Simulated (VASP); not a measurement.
MnSi, 8 atoms in the cell. Symmetry: Pnma, No. 62, orthorhombic system. Conventional cell: a = 5.615 Å, b = 2.839 Å, c = 6.131 Å, α = 90.00°, β = 90.00°, γ = 90.00°. Within 3.1 Å of Mn (site symmetry m) lie 6 Si at 2.34 to 2.48 Å and 6 Mn at 2.66 to 2.92 Å. Si (site symmetry m) has 6 Mn at 2.34 to 2.48 Å and 4 Si at 2.55 to 2.84 Å within 3.1 Å. 

| Item | Value |
| --- | --- |
| Program | VASP 6.6.1 |
| Task | single point |
| Functional | PBE |
| Potentials or basis | VASP PAW PBE potentials, release 64 (Mn_pv, Si) |
| Cutoff | 500 eV |
| k mesh | 3 × 5 × 3 |
| Occupations | gaussian, width 0.2 eV |
| Spin | collinear spin, ferromagnetic start |
| Starting moments | [4.0, 4.0, 4.0, 4.0, 0.0, 0.0, 0.0, 0.0] μB |
| Dipole correction | no |
| Further INCAR settings | ALGO = Normal; EDIFF = 1e-06; NBANDS = 48 |

Potentials or basis: VASP PAW PBE potentials, release 64 (Mn_pv, Si).

Run with:

```console
$ cat potpaw_PBE.64/Mn_pv/POTCAR potpaw_PBE.64/Si/POTCAR > POTCAR
$ mpirun -np 1 vasp_std > vasp.out
```

Hardware: 1 thread of AMD EPYC 9R45 (Zen 5), on a shared host.

**Question.** Estimate the wall time of this run.

**Answer.** Run time: 2.1 min on 1 thread of AMD EPYC 9R45 (Zen 5), on a shared host, peak memory 0.24 GiB. Counts: scf iterations 16, k points 12.
